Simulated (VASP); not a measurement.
Write the native input for VASP 6.6.1 that does the following.

```
Task                   : single point
Functional             : PBE
Potentials or basis    : VASP PAW PBE potentials, release 64 (In_d)
Cutoff                 : 520 eV
k mesh                 : 13 × 13 × 13
Occupations            : fermi-dirac, width 0.1 eV
Spin                   : no spin polarisation
Dipole correction      : no
Further INCAR settings : ALGO = Normal; EDIFF = 1e-06; NBANDS = 12
```

The structure of In lies in POSCAR:

```
In
1.0
   -1.9083127164      1.9083127164      1.9083127164
    1.9083127164     -1.9083127164      1.9083127164
    1.9083127164      1.9083127164     -1.9083127164
In
1
Direct
    0.0000000000      0.0000000000      0.0000000000
```

The input as run:

INCAR

```
PREC = Accurate
ENCUT = 520
EDIFF = 1E-6
ISMEAR = -1
SIGMA = 0.1
LREAL = F
LASPH = T
NELM = 100
ALGO = Normal
ISIF = 2
LWAVE = F
LCHARG = T
GGA = PE
LELF = T
LVHAR = T
NBANDS = 12
```

KPOINTS

```
Automatic mesh
0
Gamma
  13 13 13
```

Potentials or basis: VASP PAW PBE potentials, release 64 (In_d).

The run is started by

```sh
$ cat potpaw_PBE.64/In_d/POTCAR > POTCAR
$ mpirun -np 1 vasp_std > vasp.out
```

Results of the run:

The pressure is -0.1 GPa.

It took 11 s on 1 thread of Intel(R) Xeon(R) 6975P-C (Granite Rapids) (shared host), peak memory 0.16 GiB.
